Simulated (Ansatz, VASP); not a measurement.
## AgCl in VASP and in Ansatz

```xyz
2
Lattice="0.0000 2.7731 2.7731 2.7731 0.0000 2.7731 2.7731 2.7731 0.0000" Properties=species:S:1:pos:R:3 pbc="T T T"
Ag    2.7731    2.7731    2.7731
Cl    0.0884    0.0884    0.0000
```

Change from the starting cell: all Cl atoms moved +0.125 Å, as atom 2 along Cartesian [1 1 0].

Alike in both runs: task single point; functional PBE; k mesh 8 × 8 × 8; occupations gaussian, width 0.05 eV; no spin polarisation.

```csv
,VASP,Ansatz
version,VASP 6.6.1,Ansatz 0.2.0
potentials or method,"VASP PAW PBE potentials, release 64 (Ag, Cl), cutoff 520 eV","scalar-relativistic, plane waves, PAW"
valence electrons in the cell,18,26
```

VASP gave:

| Item | Value |
| --- | --- |
| gap on the k mesh at the Fermi level (eV) | 0.90 |
| least direct gap on the mesh (eV) | 2.87 |
| pressure (GPa) | 1.7 |
| traceless stress, the component that is largest in VASP (GPa) | -0.24 |
| rms of the force components (eV/Å) | 0.083 |

Task: Which values does Ansatz return?

Result: gap on the k mesh at the Fermi level (eV): 0.90; least direct gap on the mesh (eV): 2.87; pressure (GPa): 1.9; traceless stress, the component that is largest in VASP (GPa): -0.24; rms of the force components (eV/Å): 0.085.

Atom by atom the forces differ by 0.001 eV/Å (rms over components). VASP's potentials hold 18 valence electrons a cell and Ansatz's 26, so a difference there can come from the potentials and not from the codes.
